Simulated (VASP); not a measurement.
## MnO: single point with PBE-based screened hybrid with 25 % exact exchange

The system is MnO.

```xyz
2
Lattice="0.0000 2.2220 2.2220 2.2220 0.0000 2.2220 2.2220 2.2220 0.0000" Properties=species:S:1:pos:R:3 pbc="T T T"
Mn    0.0000    0.0000    0.0000
O     2.2220    2.2220    2.2220
```

| Item | Value |
| --- | --- |
| Program | VASP 6.6.1 |
| Task | single point |
| Functional | PBE-based screened hybrid with 25 % exact exchange |
| Potentials or basis | VASP PAW PBE potentials, release 64 (Mn_pv, O) |
| Cutoff | 520 eV |
| k mesh | 8 × 8 × 8 |
| Occupations | gaussian, width 0.05 eV |
| Spin | collinear spin, ferromagnetic start |
| Starting moments | [4.7, 0.0] μB |
| Dipole correction | no |
| Grid for exact exchange (PRECFOCK) | Normal |
| Share of exact exchange | 0.25 |
| Further INCAR settings | ALGO = Normal; EDIFF = 1e-06; NBANDS = 20 |
| Screening parameter | 0.3 1/Å |

The pressure is 2.0 GPa. The band gap on the k mesh is 1.01 eV (least direct gap 3.84 eV) and the net moment is 5.00 μB per cell. The site moments are Mn +4.58; O +0.20 μB and the valence electrons inside the program's atomic spheres are Mn 11.33; O 5.04.

Levels at points of the mesh, in eV from the valence-band top:
Spin up:
| k point | band 8 | band 9 | band 10 | band 11 | band 12 | band 13 | band 14 | band 15 | band 16 | band 17 |
| --- | --- | --- | --- | --- | --- | --- | --- | --- | --- | --- |
| (0.00, 0.00, 0.00) | -3.64 | -3.64 | -3.46 | -3.46 | -3.46 | 1.01 | 15.66 | 18.14 | 18.14 | 18.14 |
| (0.50, 0.00, 0.00) | -3.14 | -3.14 | -2.45 | 0.00 | 0.00 | 5.03 | 9.87 | 13.75 | 13.75 | 20.50 |
| (0.50, 0.50, 0.00) | -4.61 | -3.23 | -2.87 | -2.87 | -2.81 | 6.82 | 9.86 | 11.88 | 15.91 | 15.91 |
Spin down:
```tsv
k point	band 3	band 4	band 5	band 6	band 7	band 8	band 9	band 10	band 11	band 12
(0.00, 0.00, 0.00)	-46.85	-20.89	-2.83	-2.83	-2.83	2.48	3.75	3.75	3.75	4.49
(0.50, 0.00, 0.00)	-46.86	-19.85	-7.17	-4.29	-4.29	5.09	5.36	5.36	6.18	7.04
(0.50, 0.50, 0.00)	-46.89	-19.88	-6.24	-3.94	-3.94	1.65	5.26	5.40	5.94	5.94
```

Run time: 57 min on 4 MPI ranks on AMD EPYC 7R13 Processor (Zen 3), with other jobs on the host, peak memory 0.25 GiB a rank.

Caveat: the PAW data sets were made with another functional, which shifts forces and pressure a little; a cell with one magnetic atom can't hold antiferromagnetic order, which such compounds often take. A k mesh can miss the band edges.
